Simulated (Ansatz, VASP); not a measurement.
## RuSe in VASP and in Ansatz

```xyz
2
Lattice="0.0000 2.9063 2.9063 2.9063 0.0000 2.9063 2.9063 2.9063 0.0000" Properties=species:S:1:pos:R:3 pbc="T T T"
Ru    0.0000    0.0000    0.0000
Se    1.4532    1.4532    1.4532
```

Alike in both runs: task single point; functional PBE; k mesh 8 × 8 × 8; occupations fermi-dirac, width 0.05 eV; no spin polarisation.

|  | VASP | Ansatz |
| --- | --- | --- |
| version | VASP 6.6.1 | Ansatz 0.2.0 |
| potentials or method | VASP PAW PBE potentials, release 64 (Ru_pv, Se), cutoff 500 eV | all-electron LAPW, scalar-relativistic |

```tsv
	VASP	Ansatz	Ansatz less VASP
gap on the k mesh at the Fermi level (eV)	none	none	-
pressure (GPa)	-12.6	-12.7	-0.04
```

A gap of «none» marks a metal or a gap that the smearing closes. Ansatz ran all-electron here, and VASP with PAW potentials.
